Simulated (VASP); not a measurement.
Input of a VASP 6.6.1 run:

File INCAR:

```
SYSTEM = W3O
ALGO = Normal
DIPOL = 0.5 0.5 0.359
EDIFF = 1E-6
ENCUT = 520
GGA = PE
IDIPOL = 3
ISIF = 2
ISMEAR = 0
LASPH = .TRUE.
LCHARG = .FALSE.
LDIPOL = .TRUE.
LREAL = .FALSE.
LWAVE = .FALSE.
NBANDS = 32
NELM = 60
PREC = Accurate
SIGMA = 0.1
```

KPOINTS

```
k-points
0
G
  10 10 1
  0 0 0
```

The input POSCAR:

```
W3O
1.0
    2.7571643597      0.0000000000      0.0000000000
   -0.9190547866      2.5994794874      0.0000000000
    0.0000000000      0.0000000000     19.8562161029
W O
3 1
Direct
    0.5000000000      0.5000000000      0.2014482507
    0.0000000000      0.0000000000      0.3111437107
    0.5000000000      0.5000000000      0.4208362792
    0.6666666667      0.6666666667      0.5038979687
```

Potentials or basis: VASP PAW PBE potentials, release 64 (W_sv, O).

Run with:

```sh
$ cat potpaw_PBE.64/W_sv/POTCAR potpaw_PBE.64/O/POTCAR > POTCAR
$ mpirun -np 1 vasp_std > vasp.out
```

**Question.** What does it give for the largest force?

**Answer.** 1.964 eV/Å.

**Question.** What does it give for the band gap on the k mesh?

**Answer.** Zero (band 24 reaches 1.36 eV, above the bottom of band 25 at -0.33 eV).

Forces on the atoms (eV/Å):
```
W    0.120  0.169  0.268
W   -0.369 -0.522 -1.857
W    0.166  0.234  1.034
O    0.084  0.119  0.554
```

Caveat: spin-orbit coupling is left out, which moves the levels of the heavy elements.
